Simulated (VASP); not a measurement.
# MgO (P6_3/mmc) in VASP: further runs

Runs on MgO. Level: PBE. Tasks: single point.

Program: VASP 6.6.1. These are calculated values, not measurements. Logs are shortened: lines on timing, memory, paths and dates and some standing lists are left out, and cuts for length are marked.

## Step 1: The cell of the first run

It takes space group P6_3/mmc (No. 194, hexagonal). Conventional cell: a = 3.502 Å, b = 3.502 Å, c = 4.354 Å, α = 90.00°, β = 90.00°, γ = 120.00°. Mg (site symmetry -6m2) has 5 O at 2.02 to 2.18 Å within 2.7 Å. Within 2.7 Å of O (site symmetry -6m2) lie 5 Mg at 2.02 to 2.18 Å.

## Step 2: Single point, PBE (volume 11.563 Å^3 an atom, c/a of the conventional cell 1.2432)

Input file INCAR:

```
SYSTEM = MgO
PREC = Accurate
ENCUT = 520
EDIFF = 1E-7
ISMEAR = 0
SIGMA = 0.05
LREAL = .False.
LASPH = .True.
NELM = 100
ALGO = Normal
ISIF = 2
LWAVE = .False.
LCHARG = .True.
GGA = PE
LELF = .True.
LVHAR = .True.
NBANDS = 16
```

Input file KPOINTS:

```
regular mesh
0
Gamma
  9 9 6
  0 0 0
```

Input file POSCAR:

```
MgO
1.0
    3.5022969125      0.0000000000      0.0000000000
   -1.7511484563      3.0330780978      0.0000000000
    0.0000000000      0.0000000000      4.3540555216
Mg O
2 2
Direct
    0.6666666667      0.3333333333      0.7500000000
    0.3333333333      0.6666666667      0.2500000000
    0.6666666667      0.3333333333      0.2500000000
    0.3333333333      0.6666666667      0.7500000000
```

Potentials or basis: VASP PAW PBE potentials, release 64 (Mg, O).

Started as:

```
$ cat potpaw_PBE.64/Mg/POTCAR potpaw_PBE.64/O/POTCAR > POTCAR
$ mpirun -np 1 vasp_std > vasp.out
```

OUTCAR:

```text
SYSTEM = MgO
   PREC = Accurate
   ENCUT = 520
   EDIFF = 1E-7
   ISMEAR = 0
   LREAL = .False.
   LASPH = .True.
   NELM = 100
   ISIF = 2
   GGA = PE

 ion  position               nearest neighbor table
   1  0.667  0.333  0.750-   4 2.02   4 2.02   4 2.02   3 2.18   3 2.18   2 2.97   2 2.97   2 2.97
                             2 2.97   2 2.97   2 2.97
   2  0.333  0.667  0.250-   3 2.02   3 2.02   3 2.02   4 2.18   4 2.18   1 2.97   1 2.97   1 2.97
                             1 2.97   1 2.97   1 2.97
   3  0.667  0.333  0.250-   2 2.02   2 2.02   2 2.02   1 2.18   1 2.18
   4  0.333  0.667  0.750-   1 2.02   1 2.02   1 2.02   2 2.18   2 2.18

  LATTYP: Found a hexagonal cell.
 ALAT       =     3.5022969125
 C/A-ratio  =     1.2432000000

  Lattice vectors:

 A1 = (   3.5022969125,   0.0000000000,   0.0000000000)
 A2 = (  -1.7511484563,   3.0330780978,   0.0000000000)
 A3 = (   0.0000000000,   0.0000000000,   4.3540555216)

Analysis of symmetry for initial positions (statically):
=====================================================================
 Subroutine PRICEL returns:
 Original cell was already a primitive cell.

 Routine SETGRP: Setting up the symmetry group for a
 hexagonal supercell.

 Subroutine GETGRP returns: Found 24 space group operations
 (whereof 12 operations were pure point group operations)
 out of a pool of 24 trial point group operations.

The static configuration has the point symmetry D_3d.
 The point group associated with its full space group is D_6h.

Analysis of symmetry for dynamics (positions and initial velocities):
=====================================================================
 Subroutine PRICEL returns:
 Original cell was already a primitive cell.

 Routine SETGRP: Setting up the symmetry group for a
 hexagonal supercell.

 Subroutine GETGRP returns: Found 24 space group operations
 (whereof 12 operations were pure point group operations)
 out of a pool of 24 trial point group operations.

The dynamic configuration has the point symmetry D_3d.
 The point group associated with its full space group is D_6h.

 Subroutine INISYM returns: Found 24 space group operations
 (whereof 12 operations are pure point group operations),
 and found     1 'primitive' translations

----------------------------------------------------------------------------------------

                                     Primitive cell

  volume of cell :      46.2520

  direct lattice vectors                    reciprocal lattice vectors
     3.502296912  0.000000000  0.000000000     0.285526906  0.164849036  0.000000000
    -1.751148456  3.033078098  0.000000000     0.000000000  0.329698072  0.000000000
     0.000000000  0.000000000  4.354055522     0.000000000  0.000000000  0.229670934

  length of vectors
     3.502296912  3.502296913  4.354055522     0.329698072  0.329698072  0.229670934

  position of ions in fractional coordinates (direct lattice)
     0.666666667  0.333333333  0.750000000
     0.333333333  0.666666667  0.250000000
     0.666666667  0.333333333  0.250000000
     0.333333333  0.666666667  0.750000000

  ion indices of the primitive-cell ions
   primitive index   ion index
                 1           1
                 2           2
                 3           3
                 4           4

----------------------------------------------------------------------------------------

 KPOINTS: regular mesh

Automatic generation of k-mesh.
 Grid dimensions read from file:
 generate k-points for:    9    9    6

 Generating k-lattice:

  Cartesian coordinates                     Fractional coordinates (reciprocal lattice)
     0.031725212  0.018316560  0.000000000     0.111111111  0.000000000  0.000000000
     0.000000000  0.036633119  0.000000000     0.000000000  0.111111111  0.000000000
     0.000000000  0.000000000  0.038278489     0.000000000  0.000000000  0.166666667

  Length of vectors
     0.036633119  0.036633119  0.038278489

  Shift w.r.t. Gamma in fractional coordinates (k-lattice)
     0.000000000  0.000000000  0.000000000

 Subroutine IBZKPT returns following result:
 ===========================================

 Found     48 irreducible k-points:

 Following reciprocal coordinates:
            Coordinates               Weight
  0.000000  0.000000  0.000000      1.000000
  0.111111 -0.000000  0.000000      6.000000
  0.222222  0.000000  0.000000      6.000000
  0.333333  0.000000  0.000000      6.000000
  0.444444  0.000000  0.000000      6.000000
  0.111111  0.111111  0.000000      6.000000
[... 16 lines left out ...]
  0.333333  0.222222  0.166667     24.000000
  0.333333  0.333333  0.166667      4.000000
 [... further k-points ...]
   k-points           NKPTS =     48   k-points in BZ     NKDIM =     48   number of bands    NBANDS=     16
   number of dos      NEDOS =    301   number of ions     NIONS =      4
   total plane-waves  NPLWV =  25088
   dimension x,y,z NGX =    28 NGY =   28 NGZ =   32
   dimension x,y,z NGXF=    56 NGYF=   56 NGZF=   64
   ions per type =               2   2
   NGX,Y,Z   is equivalent  to a cutoff of  13.29, 13.29, 12.22 a.u.
   NGXF,Y,Z  is equivalent  to a cutoff of  26.58, 26.58, 24.44 a.u.
 SYSTEM =  MgO
   PREC   = accura    normal or accurate (medium, high low for compatibility)
   ISTART =      0    job   : 0-new  1-cont  2-samecut
   ICHARG =      2    charge: 1-file 2-atom 10-const
   ISPIN  =      1    spin polarized calculation?
   LNONCOLLINEAR =      F non collinear calculations
   LSORBIT =      F    spin-orbit coupling
   LASPH  =      T    aspherical Exc in radial PAW
   ENCUT  =  520.0 eV  38.22 Ry    6.18 a.u.   6.51  6.51  8.10*2*pi/ulx,y,z
   NELM   =    100;   NELMIN=  2; NELMDL= -5     # of ELM steps
   EDIFF  = 0.1E-06   stopping-criterion for ELM
   LREAL  =      F    real-space projection
   EDIFFG = 0.1E-05   stopping-criterion for IOM
   NSW    =      0    number of steps for IOM
   IBRION =     -1    ionic relax: 0-MD 1-quasi-New 2-CG
   NFREE  =      0    steps in history (QN), initial steepest desc. (CG)
   ISIF   =      2    stress and relaxation
   ISYM   =      2    0-nonsym 1-usesym 2-fastsym
   POTIM  = 0.5000    time-step for ionic-motion
   TEBEG  =    0.0;   TEEND  =   0.0 temperature during run
   PSTRESS=    0.0 pullay stress
   NELECT =      16.0000    total number of electrons
   NUPDOWN=      -1.0000    fix difference up-down
   EMIN   =  10.00;   EMAX   =-10.00  energy-range for DOS
   EFERMI =   0.00;   METHOD = LEGACY
   ISMEAR =     0;   SIGMA  =   0.05  broadening in eV -4-tet -1-fermi 0-gaus
   EFERMI_NEDOS =   21; number of points for ismear=-14 and -15
   IALGO  =     38    algorithm
   IMIX   =      4    mixing-type and parameters
     AMIX     =   0.40;   BMIX     =  1.00
     AMIX_MAG =   1.60;   BMIX_MAG =  1.00
  volume/ion in A,a.u.               =      11.56        78.03
  Fermi-wavevector in a.u.,A,eV,Ry     =   1.149224  2.171718 17.969427  1.320716
  Thomas-Fermi vector in A             =   2.285895
   LORBIT       =      0    0 simple, 1 ext, 2 COOP (PROOUT), +10 PAW based schemes
   GGA     = PE    functional components
   LHFCALC =     F    Hartree Fock is set to
   AEXX    =    0.0000 exact exchange contribution
   IVDW    =     0    specifies the selected vdW correction
   LEPSILON=     F    determine dielectric tensor
   LRPA    =     F    only Hartree local field effects (RPA)
 non-spin polarized calculation
 Gauss-broadening in eV      SIGMA  =   0.05
  energy-cutoff  :      520.00
  volume of cell :       46.25
 maximum number of plane-waves:      1265
 NGX is ok and might be reduce to    28
   NGX = 13   NGY = 13   NGZ = 17

 number of electron      15.9999993 magnetization

 Free energy of the ion-electron system (eV)
  ---------------------------------------------------
  ext. energy  EPLUGINS =         0.00000000
  ---------------------------------------------------
  free energy    TOTEN  =       -23.65415483 eV

  energy without entropy =      -23.65415483  energy(sigma->0) =      -23.65415483

 E-fermi :   1.9936     XC(G=0):  -9.8619

 val. band max:        1.7428812807   @ k =   0.0000   0.0000   0.0000
 cond. band min:       4.8747379435   @ k =   0.0000   0.0000   0.0000
 fundamental gap:      3.1318566628
 Fermi energy:         1.9935849958

 k-point     1 :       0.0000    0.0000    0.0000
  band No.  band energies     occupation
      1     -15.0210      2.00000
      2     -13.8063      2.00000
      3      -1.8307      2.00000
      4       0.1038      2.00000
      5       0.1038      2.00000
      6       0.9085      2.00000
[... 8 lines left out ...]
     15      16.9280      0.00000
     16      17.1498      0.00000

 k-point     2 :       0.1111   -0.0000    0.0000
  band No.  band energies     occupation
      1     -14.9642      2.00000
      2     -13.8114      2.00000
      3      -1.7335      2.00000
      4      -0.0976      2.00000
      5       0.0144      2.00000
      6       0.6027      2.00000
[... 8 lines left out ...]
     15      16.5414      0.00000
     16      16.5425      0.00000

 k-point     3 :       0.2222    0.0000    0.0000
  band No.  band energies     occupation
      1     -14.8086      2.00000
      2     -13.8350      2.00000
      3      -1.4549      2.00000
      4      -0.6804      2.00000
      5      -0.1737      2.00000
      6       0.1630      2.00000
[... 8 lines left out ...]
     15      15.6042      0.00000
     16      15.8551      0.00000

 k-point     4 :       0.3333    0.0000    0.0000
  band No.  band energies     occupation
      1     -14.5976      2.00000
      2     -13.8931      2.00000
      3      -1.3118      2.00000
      4      -1.0422      2.00000
      5      -0.3506      2.00000
      6      -0.1353      2.00000
[... 8 lines left out ...]
     15      15.5970      0.00000
     16      15.6329      0.00000
[... 324 lines left out ...]
 k-point    22 :       0.2222    0.2222    0.1667
  band No.  band energies     occupation
      1     -14.4416      2.00000
      2     -13.9633      2.00000
      3      -1.3956      2.00000
      4      -1.3440      2.00000
      5      -0.3302      2.00000
      6      -0.0247      2.00000
[... 8 lines left out ...]
     15      15.3221      0.00000
     16      16.9324      0.00000

 k-point    23 :       0.3333    0.2222    0.1667
  band No.  band energies     occupation
      1     -14.2803      2.00000
      2     -14.0423      2.00000
      3      -1.6519      2.00000
      4      -1.0953      2.00000
      5      -0.7134      2.00000
      6       0.2244      2.00000
[... 8 lines left out ...]
     15      15.2351      0.00000
     16      16.9675      0.00000

 k-point    24 :       0.3333    0.3333    0.1667
  band No.  band energies     occupation
      1     -14.1469      2.00000
      2     -14.1469      2.00000
      3      -1.6000      2.00000
      4      -0.9915      2.00000
      5      -0.9915      2.00000
      6       0.4905      2.00000
[... 8 lines left out ...]
     15      15.2449      0.00000
     16      17.7735      0.00000

 [... further k-points ...]
[... 5 lines left out ...]
  --------------------------------------------------------------------------------------
  -------------------------------------------------------------------------------------
  Total       -0.2521914     -0.2521914     -1.5342495      0.0000000     -0.0000000      0.0000000
  in kB       -8.7359557     -8.7359557    -53.1466697      0.0000000     -0.0000000      0.0000000
  external PRESSURE =     -23.5395270 kB  Pullay stress =       0.0000000 kB

 VOLUME and BASIS-vectors are now :
 -----------------------------------------------------------------------------
  energy-cutoff  :      520.00
  volume of cell :       46.25
      direct lattice vectors                 reciprocal lattice vectors
     3.502296912  0.000000000  0.000000000     0.285526906  0.164849036  0.000000000
    -1.751148456  3.033078098  0.000000000     0.000000000  0.329698072  0.000000000
     0.000000000  0.000000000  4.354055522     0.000000000  0.000000000  0.229670934

 POSITION                                       TOTAL-FORCE (eV/Angst)
 -----------------------------------------------------------------------------------
      1.75115      1.01103      3.26554        -0.000000      0.000000     -0.000000
     -0.00000      2.02205      1.08851         0.000000     -0.000000     -0.000000
      1.75115      1.01103      1.08851        -0.000000      0.000000      0.000000
     -0.00000      2.02205      3.26554         0.000000      0.000000      0.000000
 -----------------------------------------------------------------------------------
    total drift:                               -0.000000      0.000000     -0.000000

  FREE ENERGIE OF THE ION-ELECTRON SYSTEM (eV)
  ---------------------------------------------------
  free  energy   TOTEN  =       -23.6541548252 eV

  energy  without entropy=      -23.6541548252  energy(sigma->0) =      -23.65415483
```

Run time: 43 s. Hardware: 1 thread of Intel Xeon 6975P-C, shared host; peak memory 0.18 GiB.

Results:

```yaml
Free_energy: -23.6542 eV
Pressure: -2.4 GPa
Band_gap_on_the_k_mesh: 3.13 eV, direct
```

## Step 3: Single point, PBE (volume 11.745 Å^3 an atom, c/a of the conventional cell 1.3044)

Input file INCAR:

```
  ALGO = Normal
  EDIFF = 1E-6
  ENCUT = 520
  GGA = PE
  ISIF = 2
  ISMEAR = 0
  LASPH = T
  LCHARG = F
  LREAL = F
  LWAVE = F
  NBANDS = 16
  NELM = 100
  PREC = Accurate
  SIGMA = 0.05
```

Input file KPOINTS:

```
k-points
0
Gamma
  9 9 6
```

Input file POSCAR:

```
MgO
1.0
    3.4646326747      0.0000000000      0.0000000000
   -1.7323163374      3.0004599111      0.0000000000
    0.0000000000      0.0000000000      4.5192668609
Mg O
2 2
Direct
    0.6666666667      0.3333333333      0.7500000000
    0.3333333333      0.6666666667      0.2500000000
    0.6666666667      0.3333333333      0.2500000000
    0.3333333333      0.6666666667      0.7500000000
```

Potentials or basis: VASP PAW PBE potentials, release 64 (Mg, O).

Started as:

```
$ cat potpaw_PBE.64/Mg/POTCAR potpaw_PBE.64/O/POTCAR > POTCAR
$ mpirun -np 1 vasp_std > vasp.out
```

Wall time 36 s (1 thread of Intel Xeon 6975P-C, shared host); peak memory 0.19 GiB.

Results (log left out):

| Quantity | Value |
| --- | --- |
| Free energy | -23.5777 eV |
| Pressure | -3.1 GPa |
| Band gap on the k mesh | 2.99 eV, direct |

Stress tensor (GPa, compression positive):
```
-0.06  0.00  0.00
 0.00 -0.06  0.00
 0.00  0.00 -9.14
```

Levels at points of the mesh, in eV from the valence-band top:
```tsv
k point	band 4	band 5	band 6	band 7	band 8	band 9	band 10	band 11	band 12	band 13
(0.00, 0.00, 0.00)	-1.60	-1.60	-0.92	-0.92	0.00	2.99	8.64	10.91	12.59	12.59
(0.00, 0.00, 0.50)	-2.35	-1.27	-1.27	-1.27	-1.27	5.92	5.92	12.96	12.96	12.96
```
